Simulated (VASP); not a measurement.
Rh:

```xyz
1
Lattice="0.0000 1.8979 1.8979 1.8979 0.0000 1.8979 1.8979 1.8979 0.0000" Properties=species:S:1:pos:R:3 pbc="T T T"
Rh    0.0000    0.0000    0.0000
```

Base run:

* Program: VASP 6.6.1
* Functional: LDA
* Potentials or basis: VASP PAW LDA potentials, release 64 (Rh_pv)
* Cutoff: 520 eV
* k mesh: 15 × 15 × 15
* Occupations: fermi-dirac, width 0.05 eV
* Spin: collinear spin, ferromagnetic start
* Starting moments: [0.9] μB
* Fixed moment: 0.9 μB

Its results: pressure -2.8 GPa; site moments Rh +0.88 μB.

**Question.** The run is repeated on the same cell with these changes: fixed moment from 0.9 μB to 0.4 μB; moments at the start from [0.9] to [0.4]. What comes out?

**Answer.** Pressure -7.6 GPa; site moments Rh +0.39 μB.

Caveats: the total moment is fixed, so each spin has its own Fermi level and the state may be an excited one; the cell stands under tension (at least some runs).
